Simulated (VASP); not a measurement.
Write the native input for VASP 6.6.1 that does the following.

| Property | Result |
| --- | --- |
| Task | single point |
| Functional | PBEsol |
| Potentials or basis | VASP PAW PBE potentials, release 64 (In_d, Sb) |
| Cutoff | 520 eV |
| k mesh | 16 × 16 × 16 |
| Occupations | gaussian, width 0.15 eV |
| Spin | no spin polarisation |
| Dipole correction | no |
| Further INCAR settings | ALGO = Normal; EDIFF = 1e-07; NBANDS = 16 |

The structure of InSb lies in POSCAR:

```
InSb
1.0
   -0.9717473610      2.6723052427      2.6723052427
    2.6723052427     -0.9717473610      2.6723052427
    2.6723052427      2.6723052427     -0.9717473610
In Sb
1 1
Direct
    0.0000000000      0.0000000000      0.0000000000
    0.5000000000      0.5000000000      0.5000000000
```

This cell differs from its parent crystal: ratio of the length along [111] to the lengths across it x 0.6, volume and fractional coordinates fixed.

These files were run (other wordings do the same):

INCAR

```
SYSTEM = InSb
PREC     = Accurate       ! precision mode
ENCUT    = 520            ! plane-wave cutoff, eV
EDIFF    = 1E-7           ! SCF threshold, eV
ISMEAR   = 0              ! smearing method
SIGMA    = 0.15           ! smearing width, eV
LREAL    = .False.        ! projectors in reciprocal space
LASPH    = .True.         ! aspherical terms in the spheres
NELM     = 100            ! most SCF steps
ALGO     = Normal         ! electronic algorithm
ISIF     = 2              ! what is computed and relaxed
LWAVE    = .False.        ! write WAVECAR
LCHARG   = .True.         ! write CHGCAR
GGA      = PS             ! functional
LELF     = .True.         ! ELF
LVHAR    = .True.       
NBANDS   = 16             ! bands
```

KPOINTS

```
Automatic mesh
0
Gamma
  16 16 16
  0 0 0
```

Potentials or basis: VASP PAW PBE potentials, release 64 (In_d, Sb).

Command:

```bash
$ cat potpaw_PBE.64/In_d/POTCAR potpaw_PBE.64/Sb/POTCAR > POTCAR
$ mpirun -np 1 vasp_std > vasp.out
```

Results of the run:

```yaml
Pressure: -3.9 GPa
Band_gap_on_the_k_mesh: zero (bands 9 and 10 overlap by 2.56 eV)
```

Caveat: the cell stands under tension; the PAW data sets were made with another functional, which shifts forces and pressure a little; spin-orbit coupling is left out, which moves the levels of the heavy elements.

It took 2.5 min on 1 thread of AMD EPYC 9R45 96-Core Processor (Zen 5) (shared host), peak memory 0.47 GiB.
